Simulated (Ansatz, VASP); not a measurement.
**Two plane-wave programs on Hg**

```xyz
1
Lattice="0.0000 2.3964 2.3964 2.3964 0.0000 2.3964 2.3964 2.3964 0.0000" Properties=species:S:1:pos:R:3 pbc="T T T"
Hg    0.0000    0.0000    0.0000
```

Alike in both runs: functional r2SCAN; k mesh 20 × 20 × 20; occupations gaussian, width 0.1 eV; no spin polarisation.

Ansatz relaxed the structure, and its values are those at the end. VASP's run is a single point on that final structure, the one shown.

|  | VASP | Ansatz |
| --- | --- | --- |
| version | VASP 6.6.1 | Ansatz 0.2.0 |
| potentials or method | VASP PAW PBE potentials, release 64 (Hg), cutoff 520 eV | scalar-relativistic, plane waves, PAW |
| valence electrons in the cell | 12 | 20 |

```tsv
	VASP	Ansatz	Ansatz less VASP
gap on the k mesh at the Fermi level (eV)	none	none	-
pressure (GPa)	0.2	0.0	-0.19
```

VASP's potentials were made for PBE, not for r2SCAN. A gap of «none» marks a metal or a gap that the smearing closes. VASP's potentials hold 12 valence electrons a cell and Ansatz's 20, so a difference there can come from the potentials and not from the codes.

Neither program's run includes spin-orbit coupling.
